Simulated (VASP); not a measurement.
## Cu: single point with PBEsol

The system is Cu.

```xyz
2
Lattice="1.1978 -3.9090 0.0000 1.1978 3.9090 0.0000 0.0000 0.0000 2.4335" Properties=species:S:1:pos:R:3 pbc="T T T"
Cu    1.1978    2.8624    0.6084
Cu    1.1978   -2.8624    1.8251
```

```
Program                : VASP 6.6.1
Task                   : single point
Functional             : PBEsol
Potentials or basis    : VASP PAW PBE potentials, release 64 (Cu)
Cutoff                 : 520 eV
k mesh                 : 12 × 12 × 12
Occupations            : fermi-dirac, width 0.1 eV
Spin                   : no spin polarisation
Dipole correction      : no
Further INCAR settings : ALGO = Normal; EDIFF = 1e-07; NBANDS = 18
```

The pressure is 7.6 GPa, the largest force is 0.063 eV/Å and the band gap on the k mesh is zero (bands 11 and 12 overlap by 5.67 eV).

Forces on the atoms (eV/Å):
```
Cu   0.000  0.063  0.000
Cu   0.000 -0.063  0.000
```

Stress tensor (GPa, compression positive):
```
7.15 0.00 0.00
0.00 7.59 0.00
0.00 0.00 8.13
```

Levels at points of the mesh, in eV from the Fermi level:
```tsv
k point	band 7	band 8	band 9	band 10	band 11	band 12	band 13	band 14	band 15	band 16
(0.00, 0.00, 0.00)	-2.44	-2.10	-1.89	-1.74	-1.47	-0.19	5.08	15.17	18.99	19.86
(0.50, 0.00, 0.00)	-2.83	-2.62	-2.21	-1.70	-0.50	1.37	2.57	7.19	13.29	16.20
(0.50, 0.50, 0.00)	-2.71	-2.41	-2.39	-1.99	-1.64	-1.56	14.04	15.77	16.02	18.19
(0.00, 0.00, 0.50)	-2.86	-2.86	-1.76	-1.76	0.01	0.01	8.45	8.45	9.78	9.78
(0.50, 0.00, 0.50)	-1.88	-1.88	-1.29	-1.29	3.77	3.77	7.74	7.74	9.99	9.99
(0.50, 0.50, 0.50)	-2.06	-2.06	-1.61	-1.61	-1.12	-1.12	3.93	3.93	18.43	18.43
```

Run time: 60 s on 1 thread of Intel(R) Xeon(R) 6975P-C (Granite Rapids) (shared host), peak memory 0.21 GiB.

Caveat: the cell stands under pressure; the PAW data sets were made with another functional, which shifts forces and pressure a little.
